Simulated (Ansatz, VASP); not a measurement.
ReBi2 in VASP and in Ansatz

```
Re Bi
1.0
     5.96365    0.00000    0.00000
     0.00000    5.96365    0.00000
     0.00000    0.00000    5.96365
Re Bi
2 4
Direct
  0.00000 0.00000 0.00000
  0.50000 0.50000 0.50000
  0.25000 0.25000 0.25000
  0.25000 0.75000 0.75000
  0.75000 0.75000 0.25000
  0.75000 0.25000 0.75000
```

Alike in both runs: functional PBE; k mesh 6 × 6 × 6; occupations gaussian, width 0.1 eV; no spin polarisation.

Ansatz relaxed the structure, and its values are those at the end. VASP's run is a single point on that final structure, the one shown.

|  | VASP | Ansatz |
| --- | --- | --- |
| version | VASP 6.6.1 | Ansatz 0.2.0 |
| potentials or method | VASP PAW PBE potentials, release 64 (Re, Bi_d), cutoff 520 eV | scalar-relativistic, plane waves, PAW |
| valence electrons in the cell | 74 | 90 |

|  | VASP | Ansatz | Ansatz less VASP |
| --- | --- | --- | --- |
| gap on the k mesh at the Fermi level (eV) | none | none | - |
| pressure (GPa) | 0.0 | 0.0 | +0.03 |

A gap of «none» marks a metal or a gap that the smearing closes. The functional is the same, so the differences come from potentials, cutoffs and numerics. VASP's potentials hold 74 valence electrons a cell and Ansatz's 90, so a difference there can come from the potentials and not from the codes.

Spin-orbit coupling is off throughout.
